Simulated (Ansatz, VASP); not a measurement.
## Zn: VASP beside Ansatz

```
Zn
1.0
     0.11052    1.96478    1.96478
     2.07529    0.00000    2.07529
     1.96478    1.96478    0.11052
Zn
1
Cartesian
  0.0000 0.0000 0.0000
```

Change from the starting cell: strain +0.1125 x Voigt [0, 0, 0, 0, 1, 0], atoms carried along.

Alike in both runs: task single point; functional r2SCAN; k mesh 20 × 20 × 20; occupations gaussian, width 0.15 eV; no spin polarisation.

|  | VASP | Ansatz |
| --- | --- | --- |
| version | VASP 6.6.1 | Ansatz 0.2.0 |
| potentials or method | VASP PAW PBE potentials, release 64 (Zn), cutoff 520 eV | scalar-relativistic, plane waves, PAW |
| valence electrons in the cell | 12 | 12 |

VASP gave:

| Item | Value |
| --- | --- |
| gap on the k mesh at the Fermi level (eV) | none |
| pressure (GPa) | -3.3 |
| traceless stress, the component that is largest in VASP (GPa) | -0.80 |

Q: What did Ansatz give for the same quantities?

A: gap on the k mesh at the Fermi level (eV): none; pressure (GPa): -3.6; traceless stress, the component that is largest in VASP (GPa): -0.78.

VASP's potentials were made for PBE, not for r2SCAN. A gap of «none» marks a metal or a gap that the smearing closes. The functional is the same, so the differences come from potentials, cutoffs and numerics.
